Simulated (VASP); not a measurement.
## Nb: single point with PBE

Nb:

```
Nb
1.0
     0.00000    2.17754    2.17754
     2.17754    0.00000    2.17754
     2.17754    2.17754    0.00000
Nb
2
Direct
  0.87500 0.87500 0.87500
  0.12500 0.12500 0.12500
```

This cell differs from its parent crystal: volume scaled by 0.4.

```json
{
  "Program": "VASP 6.6.1",
  "Task": "single point",
  "Functional": "PBE",
  "Potentials or basis": "VASP PAW PBE potentials, release 64 (Nb_sv)",
  "Cutoff": "520 eV",
  "k mesh": "13 × 13 × 13",
  "Occupations": "fermi-dirac, width 0.08 eV",
  "Spin": "no spin polarisation"
}
```

| Property | Result |
| --- | --- |
| Pressure | 475.8 GPa |
| Band gap on the k mesh | zero (band 13 reaches 22.70 eV, above the bottom of band 14 at 19.09 eV) |

Levels at points of the mesh, in eV from the Fermi level:
| k point | band 11 | band 12 | band 13 | band 14 | band 15 | band 16 |
| --- | --- | --- | --- | --- | --- | --- |
| (0.00, 0.00, 0.00) | -7.35 | -1.90 | -1.90 | -1.90 | 6.23 | 6.23 |

Run time: 18 s on 1 thread of Intel Xeon 6975P-C, on a shared host, peak memory 0.15 GiB.
